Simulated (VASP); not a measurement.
A run of VASP 6.6.1:

Contents of INCAR:

```
SYSTEM = Hf
PREC = Accurate
ENCUT = 520
EDIFF = 1E-6
ISMEAR = 0
SIGMA = 0.15
LREAL = .FALSE.
LASPH = .TRUE.
NELM = 100
ALGO = Fast
ISIF = 2
LWAVE = .FALSE.
LCHARG = .FALSE.
GGA = PS
NBANDS = 17
```

Contents of KPOINTS:

```
Automatic mesh
0
G
  18 18 10
  0 0 0
```

Contents of POSCAR:

```
Hf
1.0
    3.2925994799      0.0000000000      0.0000000000
   -1.6462997400      2.8514747941      0.0000000000
    0.0000000000      0.0000000000      5.2095340000
Hf
2
Direct
    0.3333333333      0.6666666667      0.2500000000
    0.6666666667      0.3333333333      0.7500000000
```

Potentials or basis: VASP PAW PBE potentials, release 64 (Hf_pv).

Run with:

```sh
$ cat potpaw_PBE.64/Hf_pv/POTCAR > POTCAR
$ mpirun -np 1 vasp_std > vasp.out
```

Hardware: 1 thread of Intel(R) Xeon(R) Platinum 8488C (Sapphire Rapids), on a shared host.

**Question.** How long does it take, and how much memory?

**Answer.** It took 70 s on 1 thread of Intel(R) Xeon(R) Platinum 8488C (Sapphire Rapids), with other jobs on the host, peak memory 0.27 GiB. Counts: scf iterations 14, k points 222.
